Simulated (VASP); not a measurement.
Here is a VASP 6.6.1 calculation.

INCAR

```
ALGO = Normal ; EDIFF = 1E-7
ENCUT = 520 ; GGA = PE
ISIF = 2 ; ISMEAR = 0
IVDW = 12 ; LASPH = T
LCHARG = F ; LREAL = F
LWAVE = F ; NBANDS = 16
NELM = 80 ; PREC = Accurate
SIGMA = 0.02
```

File KPOINTS:

```
k-points
0
Gamma
  12 12 6
```

The input POSCAR:

```
Se
1.0
    4.0727728247      0.0000000000      0.0000000000
   -2.0363864123      3.5271247301      0.0000000000
    0.0000000000      0.0000000000      5.1252413188
Se
3
Direct
    0.2468515622      0.0000000000      0.1666666667
    0.0000000000      0.2468515622      0.8333333333
    0.7531484378      0.7531484378      0.5000000000
```

Potentials or basis: VASP PAW PBE potentials, release 64 (Se).

The run is started by

```bash
$ cat potpaw_PBE.64/Se/POTCAR > POTCAR
$ mpirun -np 1 vasp_std > vasp.out
```

Task: What does it give for the largest force?

Result: 0.028 eV/Å.

Task: Predict the dispersion energy per atom.

Result: -0.355 eV.

Task: Predict the band gap on the k mesh.

Result: 0.51 eV, indirect (least direct gap 0.54 eV).

Forces in eV/Å, atoms in the order of the input:
```
Se   0.028  0.000  0.000
Se  -0.014  0.024  0.000
Se  -0.014 -0.024  0.000
```

A k mesh can miss the band edges. PBE gaps usually lie below the measured ones, often by a third to a half.
